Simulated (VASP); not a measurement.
# Li in VASP: notebook, part 2 of 2

VASP 6.6.1. Earlier steps stand in the parts before.

## 4. Relaxation of cell and atoms, PBE

INCAR

```
  PREC = Accurate
  ENCUT = 600
  EDIFF = 1E-6
  ISMEAR = 0
  SIGMA = 0.1
  LREAL = False
  LASPH = True
  NELM = 100
  ALGO = Normal
  ISIF = 3
  LWAVE = False
  LCHARG = False
  GGA = PE
  IBRION = 2
  NSW = 100
  EDIFFG = -0.01
```

KPOINTS

```
Automatic mesh
0
Gamma
  18 18 6
```

POSCAR

```
Li
1.0
    2.5913124371     -1.5765760320      0.0000000000
    2.5913124371      1.5765760320      0.0000000000
   -1.8997456533      0.0000000000      7.4331225019
Li
3
Direct
    0.2674041423      0.2674041423      0.3330440744
    0.5000000000      0.5000000000      0.0000000000
    0.7325958577      0.7325958577      0.6669559256
```

Potentials or basis: VASP PAW PBE potentials, release 64 (Li_sv).

Run with:

```bash
> cat potpaw_PBE.64/Li_sv/POTCAR > POTCAR
> mpirun -np 1 vasp_std > vasp.out
```

OUTCAR:

```text
PREC = Accurate
   ENCUT = 600
   EDIFF = 1E-6
   ISMEAR = 0
   LREAL = False
   LASPH = True
   NELM = 100
   ISIF = 3
   GGA = PE
   IBRION = 2
   NSW = 100
   EDIFFG = -0.01

 ion  position               nearest neighbor table
   1  0.267  0.267  0.333-
   2  0.500  0.500  0.000-
   3  0.733  0.733  0.667-

  LATTYP: Found a base centered monoclinic cell.
 ALAT       =     5.1826248742
 B/A-ratio  =     0.6084083144
 C/A-ratio  =     1.4803405023
 COS(beta)  =    -0.2476190555

  Lattice vectors:

 A1 = (   2.5913124371,  -1.5765760320,   0.0000000000)
 A2 = (   2.5913124371,   1.5765760320,   0.0000000000)
 A3 = (  -1.8997456533,   0.0000000000,   7.4331225019)

Analysis of symmetry for initial positions (statically):
=====================================================================
 Subroutine PRICEL returns:
 Original cell was already a primitive cell.

 Routine SETGRP: Setting up the symmetry group for a
 base centered monoclinic supercell.

 Subroutine GETGRP returns: Found  4 space group operations
 (whereof  4 operations were pure point group operations)
 out of a pool of  4 trial point group operations.

The static configuration has the point symmetry C_2h.

Analysis of symmetry for dynamics (positions and initial velocities):
=====================================================================
 Subroutine PRICEL returns:
 Original cell was already a primitive cell.

 Routine SETGRP: Setting up the symmetry group for a
 base centered monoclinic supercell.

 Subroutine GETGRP returns: Found  4 space group operations
 (whereof  4 operations were pure point group operations)
 out of a pool of  4 trial point group operations.

The dynamic configuration has the point symmetry C_2h.
[... 124 lines left out ...]
  Thomas-Fermi vector in A             =   1.984689
   LORBIT       =      0    0 simple, 1 ext, 2 COOP (PROOUT), +10 PAW based schemes
   GGA     = PE    functional components
   LHFCALC =     F    Hartree Fock is set to
   AEXX    =    0.0000 exact exchange contribution
   IVDW    =     0    specifies the selected vdW correction
   LEPSILON=     F    determine dielectric tensor
   LRPA    =     F    only Hartree local field effects (RPA)
 conjugate gradient relaxation of ions
 non-spin polarized calculation
 Gauss-broadening in eV      SIGMA  =   0.10
  energy-cutoff  :      600.00
  volume of cell :       60.73
 maximum number of plane-waves:      2066
   NGX = 13   NGY = 13   NGZ = 31

--------------------------------------- Ionic step        1  -------------------------------------------

 number of electron       8.9999990 magnetization

 Free energy of the ion-electron system (eV)
  ---------------------------------------------------
  ext. energy  EPLUGINS =         0.00000000
  ---------------------------------------------------
  free energy    TOTEN  =        -5.71960876 eV

  energy without entropy =       -5.71240009  energy(sigma->0) =       -5.71600443

------------------------ aborting loop because EDIFF is reached ----------------------------------------

  FORCE on cell =-STRESS in cart. coord.  units (eV):
  Direction    XX          YY          ZZ          XY          YZ          ZX
  --------------------------------------------------------------------------------------
  -------------------------------------------------------------------------------------
  Total       -0.0010019     -0.1728937      0.0336444      0.0000000      0.0000000      0.0303030
  in kB       -0.0264304     -4.5609348      0.8875381      0.0000000      0.0000000      0.7993931
  external PRESSURE =      -1.2332757 kB  Pullay stress =       0.0000000 kB
[... 283 lines left out ...]
--------------------------------------- Ionic step        9  -------------------------------------------

 number of electron       8.9999994 magnetization

 Free energy of the ion-electron system (eV)
  ---------------------------------------------------
  ext. energy  EPLUGINS =         0.00000000
  ---------------------------------------------------
  free energy    TOTEN  =        -5.72347085 eV

  energy without entropy =       -5.71725232  energy(sigma->0) =       -5.72036158

 E-fermi :   0.6467     XC(G=0):  -7.0653

 val. band max:        0.6466052124   @ k =  -0.1111   0.0556   0.3333
 cond. band min:       0.6538079515   @ k =   0.0556  -0.0000   0.5000
 fundamental gap:      0.0072027392
 Fermi energy:         0.6466865367

 k-point     1 :       0.0000    0.0000    0.0000
  band No.  band energies     occupation
      1     -45.8619      2.00000
      2     -45.8484      2.00000
      3     -45.8481      2.00000
      4      -2.9241      2.00000
      5      -0.9777      2.00000
      6      -0.9771      2.00000
      7       6.2926      0.00000
      8       6.2940      0.00000
[... 243 lines left out ...]
 k-point    24 :      -0.2222    0.0556   -0.0000
  band No.  band energies     occupation
      1     -45.8530      2.00000
      2     -45.8437      2.00000
      3     -45.8426      2.00000
      4      -1.8877      2.00000
      5      -0.1053      2.00000
      6       0.3209      2.00000
      7       6.0518      0.00000
      8       7.1212      0.00000

 [... further k-points ...]
[... 5 lines left out ...]
  --------------------------------------------------------------------------------------
  -------------------------------------------------------------------------------------
  Total       -0.0154227     -0.0146141     -0.0181654      0.0000000      0.0000000      0.0176051
  in kB       -0.4098245     -0.3883384     -0.4827062      0.0000000      0.0000000      0.4678182
  external PRESSURE =      -0.4269564 kB  Pullay stress =       0.0000000 kB
[... 18 lines left out ...]
  FREE ENERGIE OF THE ION-ELECTRON SYSTEM (eV)
  ---------------------------------------------------
  free  energy   TOTEN  =        -5.7234708485 eV

  energy  without entropy=       -5.7172523160  energy(sigma->0) =       -5.72036158

 reached required accuracy - stopping structural energy minimisation
```

It took 45 min on 1 thread of AMD EPYC 7R43 (Zen 3), shared host; peak memory 0.33 GiB.

What came out:

```yaml
Free_energy: -5.7235 eV
Relaxed_volume: 20.10 Å³/atom
Relaxed_cell: a = 3.037 Å, b = 3.037 Å, c = 7.699 Å, α = 101.03°, β = 101.03°, γ = 60.54°
Space_group_after_relaxing_to_0.05_Å: C2/m (No. 12)
Energy_gained_by_relaxing: 1.3 meV/atom
Ionic_steps: 9
Pressure_after_relaxing: 0.0 GPa
Largest_force_after_relaxing: 0.009 eV/Å
```

Forces in eV/Å, atoms in the order of the input:
```
Li   0.009  0.000 -0.001
Li   0.000  0.000  0.000
Li  -0.009  0.000  0.001
```

Step by step:
| step | energy change (eV) | largest force (eV/Å) | pressure (GPa) | volume (Å³) |
| --- | --- | --- | --- | --- |
| 1 | 0.0000 | 0.0102 | -0.12 | 60.73 |
| 2 | -0.0005 | 0.0088 | -0.09 | 60.60 |
| 3 | -0.0018 | 0.0047 | -0.01 | 60.19 |
| 4 | -0.0027 | 0.0040 | 0.18 | 59.35 |
| 5 | -0.0032 | 0.0074 | 0.10 | 59.65 |
| 6 | -0.0034 | 0.0102 | 0.05 | 59.89 |
| 7 | -0.0034 | 0.0110 | 0.04 | 59.95 |
| 8 | -0.0037 | 0.0102 | 0.00 | 60.11 |
| 9 | -0.0039 | 0.0092 | -0.04 | 60.29 |

Final structure:
```yaml
crystal:
  lattice:
    - [2.62251, -1.53093, 0.03783]
    - [2.62251, 1.53093, 0.03783]
    - [-1.81332, 0.00000, 7.48265]
  atoms:
    - { symbol: Li, position: [0.26722, 0.26722, 0.33332] }
    - { symbol: Li, position: [0.50000, 0.50000, 0.00000] }
    - { symbol: Li, position: [0.73278, 0.73278, 0.66668] }
```

Caveat: the cutoff is under 1.25 times the usual one of these potentials, so pressure, stress and relaxed cells hold a basis-set (Pulay) error.

## 5. The runs side by side

| task | cell | k mesh | cutoff (eV) | smearing | gap on the mesh (eV) | largest force (eV/Å) |
| --- | --- | --- | --- | --- | --- | --- |
| single point | a = 3.033, b = 3.033, c = 7.672 Å, angles 102.2, 102.2, 62.6°, 3 atoms | 6 × 6 × 4 | 520 | gaussian 0.1 eV | none | 0.01 |
| single point | a = 3.153, b = 5.183, c = 7.672 Å, angles 75.7, 89.8, 89.8°, 6 atoms | 8 × 4 × 4 | 520 | gaussian 0.2 eV | none | 0.02 |
| relaxation of cell and atoms | relaxed from a = 3.033, b = 3.033, c = 7.672 Å, angles 102.2, 102.2, 62.6°, 3 atoms | 18 × 18 × 6 | 600 | gaussian 0.1 eV | none | 0.01 |

Alike in all rows: level PBE; potentials or basis VASP PAW PBE potentials, release 64 (Li_sv); no spin polarisation.

Caveats: some runs use coarse meshes; the cutoff is under 1.25 times the usual one of these potentials, so pressure, stress and relaxed cells hold a basis-set (Pulay) error.

Total energies depend on the potentials used, so only differences within one code and one set of settings carry meaning.
